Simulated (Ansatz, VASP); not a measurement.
**ZnS: VASP beside Ansatz**

POSCAR

```
ZnS
1.0
    0.0000000000      2.7046500000      2.4882780000
    2.7046500000      0.0000000000      2.4882780000
    2.7046500000      2.7046500000      0.0000000000
Zn S
1 1
Direct
    0.0000000000      0.0000000000      0.0000000000
    0.7500000000      0.7500000000      0.7500000000
```

INCAR.step1

```
SYSTEM = ZnS
PREC = Accurate ; ENCUT = 520
ISMEAR = 0 ; SIGMA = 0.05
LREAL = .FALSE. ; LASPH = .TRUE.
NELM = 100 ; NBANDS = 16
GGA = PE ; ALGO = Normal
EDIFF = 1E-4 ; LWAVE = .TRUE.
LCHARG = .FALSE.
```

Contents of INCAR.step2:

```
SYSTEM = ZnS
PREC = Accurate ; ENCUT = 520
EDIFF = 1E-7 ; ISMEAR = 0
SIGMA = 0.05 ; LREAL = .FALSE.
LASPH = .TRUE. ; NELM = 100
ALGO = Normal ; ISIF = 2
LWAVE = .FALSE. ; LCHARG = .TRUE.
METAGGA = R2SCAN ; LMIXTAU = .TRUE.
LELF = .TRUE. ; LVHAR = .TRUE.
NBANDS = 16 ; ISTART = 1
```

Contents of KPOINTS:

```
regular mesh
0
G
  8 8 8
  0 0 0
```

Input for Ansatz:

```yaml
crystal:
  lattice:
    - [0.0, 2.70465, 2.488278]
    - [2.70465, 0.0, 2.488278]
    - [2.70465, 2.70465, 0.0]
  atoms:
    - { symbol: Zn, position: [0.0, 0.0, 0.0] }
    - { symbol: S, position: [0.75, 0.75, 0.75] }
basis:
  ecutwfc: 500
kpoints:
  mp_grid: { grid: [8, 8, 8] }
hamiltonian:
  xc: r2scan
scf:
  occupations: { method: gaussian, width: 0.05 }
output:
  forces: true
  stress: true
  eigenvalues: true
```

Change from the starting cell: strain +0.000 along x and y, -0.080 along z, atoms carried along.

Alike in both runs: task single point; functional r2SCAN; k mesh 8 × 8 × 8; occupations gaussian, width 0.05 eV; no spin polarisation.

|  | VASP | Ansatz |
| --- | --- | --- |
| version | VASP 6.6.1 | Ansatz 0.2.0 |
| potentials or method | VASP PAW PBE potentials, release 64 (Zn, S), cutoff 520 eV | scalar-relativistic, plane waves, PAW |
| valence electrons in the cell | 18 | 18 |

|  | VASP | Ansatz | Ansatz less VASP |
| --- | --- | --- | --- |
| gap on the k mesh at the Fermi level (eV) | 2.87 | 2.85 | -0.019 |
| least direct gap on the mesh (eV) | 2.87 | 2.85 | -0.019 |
| pressure (GPa) | 6.4 | 6.4 | -0.04 |
| traceless stress, the component that is largest in VASP (GPa) | 1.80 | 1.81 | +0.009 |

VASP's potentials were made for PBE, not for r2SCAN.
